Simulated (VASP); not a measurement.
# KNa (Fm-3m) in VASP: further runs

Runs on KNa. Level: PBE. Tasks: single point, relaxation of cell and atoms.

Everything below comes from runs of VASP 6.6.1. Logs are shortened: lines on timing, memory, paths and dates and some standing lists are left out, and cuts for length are marked.

### 1 The cell of the first run

The structure is cubic, space group Fm-3m (No. 225). The conventional cell has a = 7.792 Å, b = 7.792 Å, c = 7.792 Å, α = 90.00°, β = 90.00°, γ = 90.00°. K (site symmetry m-3m) has 6 Na at 3.90 Å within 5.1 Å. Within 5.1 Å of Na (site symmetry m-3m) lie 6 K at 3.90 Å.

### 2 Single point, PBE

Input file INCAR:

```
SYSTEM = KNa
  PREC = Accurate
  ENCUT = 520
  EDIFF = 1E-7
  ISMEAR = 0
  SIGMA = 0.1
  LREAL = .FALSE.
  LASPH = .TRUE.
  NELM = 100
  ALGO = Normal
  ISIF = 2
  LWAVE = .FALSE.
  LCHARG = .TRUE.
  GGA = PE
  LELF = .TRUE.
  LVHAR = .TRUE.
  NBANDS = 15
```

Input file KPOINTS:

```
Automatic mesh
0
G
  6 6 6
  0 0 0
```

Input file POSCAR:

```
KNa
1.0
    0.0000000000      3.8957594731      3.8957594731
    3.8957594731      0.0000000000      3.8957594731
    3.8957594731      3.8957594731      0.0000000000
K Na
1 1
Direct
    0.0000000000      0.0000000000      0.0000000000
    0.5000000000      0.5000000000      0.5000000000
```

Potentials or basis: VASP PAW PBE potentials, release 64 (K_sv, Na_pv).

On the command line:

```sh
> cat potpaw_PBE.64/K_sv/POTCAR potpaw_PBE.64/Na_pv/POTCAR > POTCAR
> mpirun -np 1 vasp_std > vasp.out
```

OUTCAR:

```text
SYSTEM = KNa
   PREC = Accurate
   ENCUT = 520
   EDIFF = 1E-7
   ISMEAR = 0
   LREAL = .FALSE.
   LASPH = .TRUE.
   NELM = 100
   ISIF = 2
   GGA = PE

 ion  position               nearest neighbor table
   1  0.000  0.000  0.000-
   2  0.500  0.500  0.500-

  LATTYP: Found a face centered cubic cell.
 ALAT       =     7.7915189462

  Lattice vectors:

 A1 = (   0.0000000000,   3.8957594731,   3.8957594731)
 A2 = (   3.8957594731,   0.0000000000,   3.8957594731)
 A3 = (   3.8957594731,   3.8957594731,   0.0000000000)

Analysis of symmetry for initial positions (statically):
=====================================================================
 Subroutine PRICEL returns:
 Original cell was already a primitive cell.

 Routine SETGRP: Setting up the symmetry group for a
 face centered cubic supercell.

 Subroutine GETGRP returns: Found 48 space group operations
 (whereof 48 operations were pure point group operations)
 out of a pool of 48 trial point group operations.

The static configuration has the point symmetry O_h .

Analysis of symmetry for dynamics (positions and initial velocities):
=====================================================================
 Subroutine PRICEL returns:
 Original cell was already a primitive cell.

 Routine SETGRP: Setting up the symmetry group for a
 face centered cubic supercell.

 Subroutine GETGRP returns: Found 48 space group operations
 (whereof 48 operations were pure point group operations)
 out of a pool of 48 trial point group operations.

The dynamic configuration has the point symmetry O_h .

 Subroutine INISYM returns: Found 48 space group operations
 (whereof 48 operations are pure point group operations),
 and found     1 'primitive' translations

----------------------------------------------------------------------------------------

                                     Primitive cell

  volume of cell :     118.2514

  direct lattice vectors                    reciprocal lattice vectors
     0.000000000  3.895759473  3.895759473    -0.128344679  0.128344679  0.128344679
     3.895759473  0.000000000  3.895759473     0.128344679 -0.128344679  0.128344679
     3.895759473  3.895759473  0.000000000     0.128344679  0.128344679 -0.128344679

  length of vectors
     5.509435883  5.509435883  5.509435883     0.222299505  0.222299505  0.222299505

  position of ions in fractional coordinates (direct lattice)
     0.000000000  0.000000000  0.000000000
     0.500000000  0.500000000  0.500000000

  ion indices of the primitive-cell ions
   primitive index   ion index
                 1           1
                 2           2

----------------------------------------------------------------------------------------

 KPOINTS: Automatic mesh

Automatic generation of k-mesh.
 Grid dimensions read from file:
 generate k-points for:    6    6    6

 Generating k-lattice:

  Cartesian coordinates                     Fractional coordinates (reciprocal lattice)
    -0.021390780  0.021390780  0.021390780     0.166666667  0.000000000  0.000000000
     0.021390780 -0.021390780  0.021390780     0.000000000  0.166666667  0.000000000
     0.021390780  0.021390780 -0.021390780     0.000000000  0.000000000  0.166666667

  Length of vectors
     0.037049918  0.037049918  0.037049918

  Shift w.r.t. Gamma in fractional coordinates (k-lattice)
     0.000000000  0.000000000  0.000000000

 Subroutine IBZKPT returns following result:
 ===========================================

 Found     16 irreducible k-points:

 Following reciprocal coordinates:
            Coordinates               Weight
  0.000000  0.000000  0.000000      1.000000
  0.166667  0.000000  0.000000      8.000000
  0.333333  0.000000  0.000000      8.000000
  0.500000  0.000000  0.000000      4.000000
  0.166667  0.166667  0.000000      6.000000
  0.333333  0.166667  0.000000     24.000000
[... 8 lines left out ...]
 -0.333333  0.333333  0.166667     24.000000
 -0.333333  0.500000  0.166667     12.000000
   k-points           NKPTS =     16   k-points in BZ     NKDIM =     16   number of bands    NBANDS=     15
   number of dos      NEDOS =    301   number of ions     NIONS =      2
   total plane-waves  NPLWV =  74088
   dimension x,y,z NGX =    42 NGY =   42 NGZ =   42
   dimension x,y,z NGXF=    84 NGYF=   84 NGZF=   84
   ions per type =               1   1
   NGX,Y,Z   is equivalent  to a cutoff of  12.67, 12.67, 12.67 a.u.
   NGXF,Y,Z  is equivalent  to a cutoff of  25.35, 25.35, 25.35 a.u.
 SYSTEM =  KNa
   PREC   = accura    normal or accurate (medium, high low for compatibility)
   ISTART =      0    job   : 0-new  1-cont  2-samecut
   ICHARG =      2    charge: 1-file 2-atom 10-const
   ISPIN  =      1    spin polarized calculation?
   LNONCOLLINEAR =      F non collinear calculations
   LSORBIT =      F    spin-orbit coupling
   LASPH  =      T    aspherical Exc in radial PAW
   ENCUT  =  520.0 eV  38.22 Ry    6.18 a.u.  10.24 10.24 10.24*2*pi/ulx,y,z
   NELM   =    100;   NELMIN=  2; NELMDL= -5     # of ELM steps
   EDIFF  = 0.1E-06   stopping-criterion for ELM
   LREAL  =      F    real-space projection
   EDIFFG = 0.1E-05   stopping-criterion for IOM
   NSW    =      0    number of steps for IOM
   IBRION =     -1    ionic relax: 0-MD 1-quasi-New 2-CG
   NFREE  =      0    steps in history (QN), initial steepest desc. (CG)
   ISIF   =      2    stress and relaxation
   ISYM   =      2    0-nonsym 1-usesym 2-fastsym
   POTIM  = 0.5000    time-step for ionic-motion
   TEBEG  =    0.0;   TEEND  =   0.0 temperature during run
   PSTRESS=    0.0 pullay stress
   NELECT =      16.0000    total number of electrons
   NUPDOWN=      -1.0000    fix difference up-down
   EMIN   =  10.00;   EMAX   =-10.00  energy-range for DOS
   EFERMI =   0.00;   METHOD = LEGACY
   ISMEAR =     0;   SIGMA  =   0.10  broadening in eV -4-tet -1-fermi 0-gaus
   EFERMI_NEDOS =   21; number of points for ismear=-14 and -15
   IALGO  =     38    algorithm
   IMIX   =      4    mixing-type and parameters
     AMIX     =   0.40;   BMIX     =  1.00
     AMIX_MAG =   1.60;   BMIX_MAG =  1.00
  volume/ion in A,a.u.               =      59.13       399.00
  Fermi-wavevector in a.u.,A,eV,Ry     =   0.840452  1.588223  9.610595  0.706359
  Thomas-Fermi vector in A             =   1.954836
   LORBIT       =      0    0 simple, 1 ext, 2 COOP (PROOUT), +10 PAW based schemes
   GGA     = PE    functional components
   LHFCALC =     F    Hartree Fock is set to
   AEXX    =    0.0000 exact exchange contribution
   IVDW    =     0    specifies the selected vdW correction
   LEPSILON=     F    determine dielectric tensor
   LRPA    =     F    only Hartree local field effects (RPA)
 non-spin polarized calculation
 Gauss-broadening in eV      SIGMA  =   0.10
  energy-cutoff  :      520.00
  volume of cell :      118.25
 maximum number of plane-waves:      3218
 NGX is ok and might be reduce to    42
   NGX = 21   NGY = 21   NGZ = 21

 number of electron      16.0000008 magnetization

 Free energy of the ion-electron system (eV)
  ---------------------------------------------------
  ext. energy  EPLUGINS =         0.00000000
  ---------------------------------------------------
  free energy    TOTEN  =        -2.11026528 eV

  energy without entropy =       -2.10264903  energy(sigma->0) =       -2.10645715

 E-fermi :  -0.1324     XC(G=0):  -5.7816

 val. band max:       -0.3276420065   @ k =  -0.3333   0.3333   0.1667
 cond. band min:      -0.0941481200   @ k =  -0.3333   0.5000   0.1667
 fundamental gap:      0.2334938865
 Fermi energy:        -0.1323949301

 k-point     1 :       0.0000    0.0000    0.0000
  band No.  band energies     occupation
      1     -32.1998      2.00000
      2     -25.4449      2.00000
      3     -25.4449      2.00000
      4     -25.4449      2.00000
      5     -15.6797      2.00000
      6     -15.6797      2.00000
      7     -15.6797      2.00000
      8      -2.6039      2.00000
      9       3.1661      0.00000
     10       3.1661      0.00000
     11       3.1661      0.00000
     12       4.1058      0.00000
     13       4.1059      0.00000
     14       4.5166      0.00000
     15       4.5166      0.00000

 k-point     2 :       0.1667    0.0000    0.0000
  band No.  band energies     occupation
      1     -32.1997      2.00000
      2     -25.4449      2.00000
      3     -25.4449      2.00000
      4     -25.4449      2.00000
      5     -15.6829      2.00000
      6     -15.6802      2.00000
      7     -15.6802      2.00000
      8      -2.3781      2.00000
      9       2.1740      0.00000
     10       3.0753      0.00000
     11       3.0753      0.00000
     12       3.8070      0.00000
     13       3.8070      0.00000
     14       4.2852      0.00000
     15       5.1618      0.00000

 k-point     3 :       0.3333    0.0000    0.0000
  band No.  band energies     occupation
      1     -32.1995      2.00000
      2     -25.4450      2.00000
      3     -25.4449      2.00000
      4     -25.4449      2.00000
      5     -15.6893      2.00000
      6     -15.6812      2.00000
      7     -15.6812      2.00000
      8      -1.7187      2.00000
      9       0.6805      0.00000
     10       2.7552      0.00000
     11       2.7552      0.00000
     12       4.0822      0.00000
     13       4.0822      0.00000
     14       4.0941      0.00000
     15       5.2103      0.00000
[... 199 lines left out ...]
 k-point    15 :      -0.3333    0.3333    0.1667
  band No.  band energies     occupation
      1     -32.1994      2.00000
      2     -25.4451      2.00000
      3     -25.4450      2.00000
      4     -25.4449      2.00000
      5     -15.6896      2.00000
      6     -15.6864      2.00000
      7     -15.6835      2.00000
      8      -0.3276      1.99424
      9       0.0117      0.04151
     10       1.0911      0.00000
     11       1.7090      0.00000
     12       3.6561      0.00000
     13       4.2916      0.00000
     14       4.8344      0.00000
     15       5.1708      0.00000

 k-point    16 :      -0.3333    0.5000    0.1667
  band No.  band energies     occupation
      1     -32.1993      2.00000
      2     -25.4451      2.00000
      3     -25.4450      2.00000
      4     -25.4450      2.00000
      5     -15.6897      2.00000
      6     -15.6862      2.00000
      7     -15.6847      2.00000
      8      -0.0941      0.58858
      9       0.2675      0.00000
     10       0.8815      0.00000
     11       1.2756      0.00000
     12       3.4792      0.00000
     13       3.9924      0.00000
     14       4.9148      0.00000
     15       5.0589      0.00000

------------------------ aborting loop because EDIFF is reached ----------------------------------------

  FORCE on cell =-STRESS in cart. coord.  units (eV):
  Direction    XX          YY          ZZ          XY          YZ          ZX
  --------------------------------------------------------------------------------------
  -------------------------------------------------------------------------------------
  Total        0.0724298      0.0724298      0.0724298     -0.0000000     -0.0000000      0.0000000
  in kB        0.9813442      0.9813442      0.9813442     -0.0000000     -0.0000000      0.0000000
  external PRESSURE =       0.9813442 kB  Pullay stress =       0.0000000 kB

 VOLUME and BASIS-vectors are now :
 -----------------------------------------------------------------------------
  energy-cutoff  :      520.00
  volume of cell :      118.25
      direct lattice vectors                 reciprocal lattice vectors
     0.000000000  3.895759473  3.895759473    -0.128344679  0.128344679  0.128344679
     3.895759473  0.000000000  3.895759473     0.128344679 -0.128344679  0.128344679
     3.895759473  3.895759473  0.000000000     0.128344679  0.128344679 -0.128344679

 POSITION                                       TOTAL-FORCE (eV/Angst)
 -----------------------------------------------------------------------------------
      0.00000      0.00000      0.00000        -0.000000      0.000000      0.000000
      3.89576      3.89576      3.89576         0.000000     -0.000000     -0.000000
 -----------------------------------------------------------------------------------
    total drift:                               -0.000000     -0.000000      0.000000

  FREE ENERGIE OF THE ION-ELECTRON SYSTEM (eV)
  ---------------------------------------------------
  free  energy   TOTEN  =        -2.1102652817 eV

  energy  without entropy=       -2.1026490259  energy(sigma->0) =       -2.10645715
```

Wall time 34 s (1 thread of Intel Xeon Platinum 8259CL at 2.50GHz (Skylake/Cascade Lake), shared host); peak memory 0.25 GiB.

Results:

```yaml
Free_energy: -2.1103 eV
Pressure: 0.1 GPa
Band_gap_on_the_k_mesh: zero (bands 8 and 9 overlap by 0.49 eV)
```

Levels at points of the mesh, in eV from the Fermi level:
| k point | band 4 | band 5 | band 6 | band 7 | band 8 | band 9 | band 10 | band 11 | band 12 | band 13 |
| --- | --- | --- | --- | --- | --- | --- | --- | --- | --- | --- |
| (0.00, 0.00, 0.00) | -25.31 | -15.55 | -15.55 | -15.55 | -2.47 | 3.30 | 3.30 | 3.30 | 4.24 | 4.24 |
| (0.50, 0.00, 0.00) | -25.31 | -15.56 | -15.55 | -15.55 | -0.62 | -0.45 | 2.74 | 2.74 | 4.51 | 4.53 |
| (0.50, 0.50, 0.00) | -25.31 | -15.56 | -15.55 | -15.55 | -0.20 | 0.19 | 1.79 | 2.46 | 2.46 | 3.05 |

### 3 Relaxation of cell and atoms, PBE

This run uses another cell than the first one, of 29.12 Å³/atom.

Input file INCAR:

```
PREC = Accurate
ENCUT = 600
EDIFF = 1E-6
ISMEAR = 0
SIGMA = 0.1
LREAL = F
LASPH = T
NELM = 60
ALGO = Normal
ISIF = 3
LWAVE = F
LCHARG = F
GGA = PE
IBRION = 2
NSW = 90
EDIFFG = -0.04
```

Input file KPOINTS:

```
Automatic mesh
0
Gamma
  6 6 6
```

Input file POSCAR:

```
KNa
1.0
    0.0000000000      3.0767081847      3.0767081847
    3.0767081847      0.0000000000      3.0767081847
    3.0767081847      3.0767081847      0.0000000000
K Na
1 1
Direct
    0.0000000000      0.0000000000      0.0000000000
    0.5000000000      0.5000000000      0.5000000000
```

Potentials or basis: VASP PAW PBE potentials, release 64 (K_sv, Na_pv).

On the command line:

```sh
> cat potpaw_PBE.64/K_sv/POTCAR potpaw_PBE.64/Na_pv/POTCAR > POTCAR
> mpirun -np 1 vasp_std > vasp.out
```

Run time: 78 s. Hardware: 1 thread of Intel Xeon Platinum 8259CL at 2.50GHz (Skylake/Cascade Lake), shared host; peak memory 0.21 GiB.

The run converged. Its results:

| Item | Value |
| --- | --- |
| Free energy | -2.0938 eV |
| Relaxed volume | 59.59 Å³/atom |
| Relaxed cell | a = 5.524 Å, b = 5.524 Å, c = 5.524 Å, α = 60.00°, β = 60.00°, γ = 60.00° |
| Space group after relaxing (to 0.1 Å) | Fm-3m (No. 225) |
| Energy gained by relaxing | 581.8 meV/atom |
| Ionic steps | 6 |
| Pressure after relaxing | 0.0 GPa |
| Band gap on the k mesh | zero (bands 8 and 9 overlap by 0.48 eV) |

Step by step:
| step | energy change (eV) | largest force (eV/Å) | pressure (GPa) | volume (Å³) |
| --- | --- | --- | --- | --- |
| 1 | 0.0000 | 0.0000 | 10.67 | 58.25 |
| 2 | -0.7726 | 0.0000 | 4.16 | 76.18 |
| 3 | -1.1012 | 0.0000 | 1.11 | 98.33 |
| 4 | -1.0794 | 0.0000 | -0.63 | 154.73 |
| 5 | -1.1595 | 0.0000 | -0.19 | 126.02 |
| 6 | -1.1636 | 0.0000 | 0.00 | 119.19 |

Final structure:
```
CELL_PARAMETERS angstrom
0.00000 3.90603 3.90603
3.90603 0.00000 3.90603
3.90603 3.90603 0.00000
ATOMIC_POSITIONS crystal
K 0.00000 0.00000 0.00000
Na 0.50000 0.50000 0.50000
```

Levels at points of the mesh, in eV from the Fermi level:
```
           k point  band 4  band 5  band 6  band 7  band 8  band 9  band 10  band 11  band 12
(0.00, 0.00, 0.00)  -25.30  -15.55  -15.55  -15.55   -2.46    3.30     3.30     3.30     4.23
(0.50, 0.00, 0.00)  -25.30  -15.57  -15.55  -15.55   -0.62   -0.45     2.74     2.74     4.52
(0.50, 0.50, 0.00)  -25.30  -15.56  -15.56  -15.56   -0.20    0.20     1.79     2.45     2.45
```

Caveat: the volume moved by over 15 % at a fixed basis, so the end points are rough.
